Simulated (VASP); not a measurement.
# Ge in VASP: further runs, part 2 of 2

VASP 6.6.1. The steps go on from the part before.

**4. Relaxation of cell and atoms, PBE**

This run uses another cell than the first one, of 18.86 Å³/atom.

The input, INCAR:

```
SYSTEM = Ge
PREC     = Accurate       ! precision mode
ENCUT    = 600            ! plane-wave cutoff, eV
EDIFF    = 1E-6           ! SCF threshold, eV
ISMEAR   = 0              ! smearing method
SIGMA    = 0.2            ! smearing width, eV
LREAL    = .FALSE.        ! projectors in reciprocal space
LASPH    = .TRUE.         ! aspherical terms in the spheres
NELM     = 80             ! most SCF steps
ALGO     = Normal         ! electronic algorithm
ISIF     = 3              ! what is computed and relaxed
LWAVE    = .FALSE.        ! write WAVECAR
LCHARG   = .FALSE.        ! write CHGCAR
GGA      = PE             ! functional
IBRION   = 2              ! ionic algorithm
NSW      = 80             ! ionic steps
EDIFFG   = -0.025         ! ionic threshold
```

The input, KPOINTS:

```
Automatic mesh
0
G
  6 6 4
  0 0 0
```

The input, POSCAR:

```
Ge
1.0
    2.7145813738     -2.6732700710      0.0086477381
    2.6962537888      2.6549449831     -0.0577663260
   -0.0490401202     -0.0662989319      5.2335644985
Ge
4
Direct
    0.7459062598      0.2449481612      0.0049083425
    0.7397453119      0.2445062959      0.5144427225
    0.2459162966      0.7516362282      0.0019403525
    0.2684321317      0.7589093147      0.4787085825
```

Potentials or basis: VASP PAW PBE potentials, release 64 (Ge_d).

Started as:

```
> cat potpaw_PBE.64/Ge_d/POTCAR > POTCAR
> mpirun -np 1 vasp_std > vasp.out
```

OUTCAR:

```text
SYSTEM = Ge
   PREC = Accurate
   ENCUT = 600
   EDIFF = 1E-6
   ISMEAR = 0
   LREAL = .FALSE.
   LASPH = .TRUE.
   NELM = 80
   ISIF = 3
   GGA = PE
   IBRION = 2
   NSW = 80
   EDIFFG = -0.025

 ion  position               nearest neighbor table
   1  0.746  0.245  0.005-   2 2.57   3 2.65   2 2.67   3 2.68   3 2.69   3 2.72
   2  0.740  0.245  0.514-   1 2.57   4 2.59   4 2.64   1 2.67   4 2.71   4 2.83
   3  0.246  0.752  0.002-   4 2.50   1 2.65   1 2.68   1 2.69   1 2.72   4 2.74
   4  0.268  0.759  0.479-   3 2.50   2 2.59   2 2.64   2 2.71   3 2.74   2 2.83

  LATTYP: Found a triclinic cell.
 ALAT       =     3.7844225855
 B/A-ratio  =     1.4298321634
 C/A-ratio  =     3.1684176715
 COS(alpha) =     0.0020669342
 COS(beta)  =     0.6349307829
 COS(gamma) =     0.7101903560

  Lattice vectors:

[... 380 lines left out ...]
  ---------------------------------------------------
  free energy    TOTEN  =       -17.01188559 eV

  energy without entropy =      -16.97410881  energy(sigma->0) =      -16.99299720

 E-fermi :   5.8201     XC(G=0): -10.8799

 val. band max:        5.8074686919   @ k =   0.5000  -0.1667   0.2500
 cond. band min:       5.8288659337   @ k =   0.0000   0.0000   0.2500
 fundamental gap:      0.0213972418
 Fermi energy:         5.8201295119

 k-point     1 :       0.0000    0.0000    0.0000
  band No.  band energies     occupation
      1     -18.8113      2.00000
      2     -18.8054      2.00000
      3     -18.7934      2.00000
      4     -18.7259      2.00000
      5     -18.7158      2.00000
      6     -18.7123      2.00000
[... 853 lines left out ...]
     32       8.1068      0.00000
     33       9.3741      0.00000

 [... further k-points ...]

------------------------ aborting loop because EDIFF is reached ----------------------------------------

  FORCE on cell =-STRESS in cart. coord.  units (eV):
  Direction    XX          YY          ZZ          XY          YZ          ZX
  --------------------------------------------------------------------------------------
  -------------------------------------------------------------------------------------
  Total        0.0634583     -0.0743286     -0.0998757      0.0104127      0.0145833     -0.0097484
  in kB        1.2672711     -1.4843514     -1.9945315      0.2079439      0.2912309     -0.1946767
  external PRESSURE =      -0.7372039 kB  Pullay stress =       0.0000000 kB
[... 19 lines left out ...]
  FREE ENERGIE OF THE ION-ELECTRON SYSTEM (eV)
  ---------------------------------------------------
  free  energy   TOTEN  =       -17.0118855871 eV

  energy  without entropy=      -16.9741088129  energy(sigma->0) =      -16.99299720

 reached required accuracy - stopping structural energy minimisation
```

CONTCAR:

```text
Ge
   1.00000000000000
     2.6894257967812436   -2.6913975159638848    0.1020789756187682
     2.7640767205008441    2.7680447268572181   -0.1579966948499504
    -0.0561525818015260   -0.2566546543297246    5.4031107440684769
  Ge
     4
Direct
     0.7454398345510370    0.2484711713530704    0.0026824811104327
     0.7541304196202950    0.2514629377692394    0.5027410547329221
     0.2466190162080878    0.7486459289394969    0.9973567320955089
     0.2538107296205879    0.7514199619381934    0.4972197320611365

  0.00000000E+00  0.00000000E+00  0.00000000E+00
  0.00000000E+00  0.00000000E+00  0.00000000E+00
  0.00000000E+00  0.00000000E+00  0.00000000E+00
  0.00000000E+00  0.00000000E+00  0.00000000E+00
```

Wall time 45 min (1 thread of Intel Xeon 8259CL, shared host); peak memory 0.31 GiB.

Results:

* Free energy: -17.0119 eV
* Relaxed volume: 20.06 Å³/atom
* Relaxed cell: a = 3.806 Å, b = 3.915 Å, c = 5.409 Å, α = 94.66°, β = 86.96°, γ = 90.12°
* Space group after relaxing (to 0.1 Å): C2/m (No. 12)
* Energy gained by relaxing: 37.9 meV/atom
* Ionic steps: 19
* Pressure after relaxing: -0.1 GPa
* Largest force after relaxing: 0.017 eV/Å
* Band gap on the k mesh: zero (bands 28 and 29 overlap by 3.45 eV)

Forces on the atoms (eV/Å):
```
Ge   0.015 -0.001 -0.008
Ge  -0.002  0.006 -0.013
Ge  -0.008  0.001  0.009
Ge  -0.005 -0.006  0.013
```

Step by step:
| step | energy change (eV) | largest force (eV/Å) | pressure (GPa) | volume (Å³) |
| --- | --- | --- | --- | --- |
| 1 | 0.0000 | 0.7032 | 5.48 | 75.42 |
| 2 | -0.1100 | 0.2384 | -1.53 | 82.68 |
| 3 | -0.1156 | 0.2970 | -0.49 | 81.25 |
| 4 | -0.1156 | 0.3047 | -0.42 | 81.13 |
| 5 | -0.1243 | 0.2366 | 0.00 | 80.79 |
| 6 | -0.1349 | 0.0938 | 0.41 | 79.99 |
| 7 | -0.1353 | 0.0836 | 0.72 | 79.77 |
| 8 | -0.1394 | 0.1253 | -0.14 | 80.65 |
| 9 | -0.1395 | 0.1317 | -0.25 | 80.76 |
| 10 | -0.1427 | 0.1162 | -0.17 | 80.63 |
| 11 | -0.1455 | 0.0963 | 0.14 | 80.42 |
| 12 | -0.1432 | 0.1270 | 0.33 | 79.98 |
| 13 | -0.1460 | 0.0885 | -0.10 | 80.32 |
| 14 | -0.1492 | 0.0504 | 0.38 | 79.97 |
| 15 | -0.1496 | 0.0499 | 0.46 | 79.83 |
| 16 | -0.1507 | 0.0495 | -0.11 | 80.43 |
| 17 | -0.1509 | 0.0495 | -0.05 | 80.27 |
| 18 | -0.1513 | 0.0354 | -0.04 | 80.26 |
| 19 | -0.1514 | 0.0170 | -0.07 | 80.23 |

Final structure:
```
Ge
1.0
     2.68943   -2.69140    0.10208
     2.76408    2.76804   -0.15800
    -0.05615   -0.25665    5.40311
Ge
4
Direct
  0.74544 0.24847 0.00268
  0.75413 0.25146 0.50274
  0.24662 0.74865 0.99736
  0.25381 0.75142 0.49722
```

**5. Overview**

```csv
task,cell,k mesh,cutoff (eV),smearing,gap on the mesh (eV),pressure (GPa)
single point,"a = 3.836, b = 3.836, c = 5.415 Å, 4 atoms, atomic positions A",6 × 6 × 4,520,gaussian 0.2 eV,none,0.5
single point,"a = 3.836, b = 3.836, c = 2.708 Å, 2 atoms, atomic positions B",14 × 14 × 20,520,gaussian 0.1 eV,none,0.1
relaxation of cell and atoms,"relaxed from a = 3.810, b = 3.784, c = 5.234 Å, angles 91.8, 89.7, 89.1°, 4 atoms, atomic positions C",6 × 6 × 4,600,gaussian 0.2 eV,none,-0.1
```

Alike in all rows: level PBE; potentials or basis VASP PAW PBE potentials, release 64 (Ge_d); no spin polarisation.

Absolute energies hang on the potentials; compare differences alone.

The gap in the log of VASP goes by the Fermi energy; the results here count the filled bands.